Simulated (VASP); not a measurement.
**Si: single point with LDA**

Si:

```
CELL_PARAMETERS angstrom
2.39411 0.00000 0.00000
-1.19705 2.07336 0.00000
0.00000 0.00000 4.06724
ATOMIC_POSITIONS crystal
Si 0.33333 0.66667 0.25000
Si 0.66667 0.33333 0.75000
```

```yaml
Program: VASP 6.6.1
Task: single point
Functional: LDA
Potentials_or_basis: VASP PAW LDA potentials, release 64 (Si)
Cutoff: 520 eV
k_mesh: 13 × 13 × 7
Occupations: fermi-dirac, width 0.05 eV
Spin: no spin polarisation
Dipole_correction: no
Further_INCAR_settings: ALGO = Normal; EDIFF = 1e-07; NBANDS = 11
```

```json
{
  "Pressure": "61.5 GPa",
  "Band gap on the k mesh": "zero (band 4 reaches 27.56 eV, above the bottom of band 5 at 12.43 eV)"
}
```

Stress tensor (GPa, compression positive):
```
61.69  0.00  0.00
 0.00 61.69  0.00
 0.00  0.00 61.03
```

Levels at points of the mesh, in eV from the Fermi level:
| k point | band 2 | band 3 | band 4 | band 5 | band 6 | band 7 |
| --- | --- | --- | --- | --- | --- | --- |
| (0.00, 0.00, 0.00) | -9.64 | -9.40 | 11.98 | 11.98 | 12.05 | 12.17 |

Run time: 11 s on 1 thread of Intel Xeon 6975P-C (shared host), peak memory 0.12 GiB.
